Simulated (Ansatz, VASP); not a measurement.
**One calculation of GeW, two programs**

```
Ge W
1.0
     0.00000    2.57761    2.57761
     2.57761    0.00000    2.57761
     2.57761    2.57761    0.00000
Ge W
1 1
Cartesian
  2.5776 2.5776 2.5776
  0.0000 0.0000 0.0000
```

Alike in both runs: task relaxation of cell and atoms; functional PBE; dispersion D3(BJ); k mesh 9 × 9 × 9; occupations fermi-dirac, width 0.05 eV; no spin polarisation.

|  | VASP | Ansatz |
| --- | --- | --- |
| version | VASP 6.6.1 | Ansatz 0.2.0 |
| potentials or method | VASP PAW PBE potentials, release 64 (Ge_d, W_sv) | Ansatz PAW |
| plane-wave cutoff (eV) | 600 | 420 |
| valence electrons in the cell | 28 | 28 |

|  | VASP | Ansatz | Ansatz less VASP |
| --- | --- | --- | --- |
| gap on the k mesh at the Fermi level, each at its own relaxed structure (eV) | none | none | - |
| relaxed volume (Å³/atom) | 16.71 | 16.67 | -0.036 |
| relaxed cell length with the largest relative difference (Å) | 3.615 | 3.613 | -0.0026 |

A gap of «none» marks a metal or a gap that the smearing closes.

Spin-orbit coupling is off throughout. Noted on Ansatz's run: the plane-wave basis is chosen anew once the cell has moved, so the energies of steps on either side of that aren't comparable.
